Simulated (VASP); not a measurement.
A run of VASP 6.6.1:

POSCAR

```
C
1.0
    0.0000000000      1.7834000000      1.7834000000
    1.7834000000      0.0000000000      1.7834000000
    1.7834000000      1.7834000000      0.0000000000
C
2
Direct
    0.5000000000      0.5000000000      0.5000000000
    0.7500000000      0.7500000000      0.7500000000
```

File INCAR.step1:

```
  ALGO = Normal
  EDIFF = 1E-4
  ENCUT = 520
  GGA = PE
  ISMEAR = 0
  LASPH = T
  LCHARG = F
  LREAL = F
  LWAVE = T
  NBANDS = 11
  NELM = 60
  PREC = Accurate
  SIGMA = 0.05
```

Contents of INCAR.step2:

```
  ALGO = Normal
  EDIFF = 1E-6
  ENCUT = 520
  ISIF = 2
  ISMEAR = 0
  ISTART = 1
  LASPH = T
  LCHARG = F
  LMIXTAU = T
  LREAL = F
  LWAVE = F
  METAGGA = R2SCAN
  NBANDS = 11
  NELM = 60
  PREC = Accurate
  SIGMA = 0.05
```

Contents of KPOINTS:

```
k-points
0
Gamma
  12 12 12
```

Potentials or basis: VASP PAW PBE potentials, release 64 (C).

The run is started by

```console
$ cat potpaw_PBE.64/C/POTCAR > POTCAR
$ cp INCAR.step1 INCAR
$ mpirun -np 1 vasp_std > vasp.out
$ cp INCAR.step2 INCAR
$ mpirun -np 1 vasp_std > vasp.out
```

Hardware: 1 thread of AMD EPYC 7R13 Processor (Zen 3), on a shared host.

Problem. Estimate the wall time of this run.

Solution. Run time: 31 s on 1 thread of AMD EPYC 7R13 Processor (Zen 3), on a shared host, peak memory 0.09 GiB. Counts: k points 72.
